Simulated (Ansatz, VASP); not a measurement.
**GaP: VASP beside Ansatz**

```
Ga P
1.0
     0.00000    2.72525    2.72525
     2.72525    0.00000    2.72525
     2.72525    2.72525    0.00000
Ga P
1 1
Direct
  0.00000 0.00000 0.00000
  0.25000 0.25000 0.25000
```

Alike in both runs: task relaxation of cell and atoms; functional PBEsol; k mesh 8 × 8 × 8; occupations gaussian, width 0.02 eV; no spin polarisation.

|  | VASP | Ansatz |
| --- | --- | --- |
| version | VASP 6.6.1 | Ansatz 0.2.0 |
| potentials or method | VASP PAW PBE potentials, release 64 (Ga_d, P), cutoff 500 eV | scalar-relativistic, plane waves, PAW |
| valence electrons in the cell | 18 | 18 |

```csv
,VASP,Ansatz,Ansatz less VASP
"gap on the k mesh at the Fermi level, each at its own relaxed structure (eV)",1.50,1.50,-0.001
relaxed volume (Å³/atom),20.09,20.11,+0.016
relaxed cell length with the largest relative difference (Å),3.845,3.846,+0.0010
```

VASP's potentials were made for PBE, not for PBEsol.
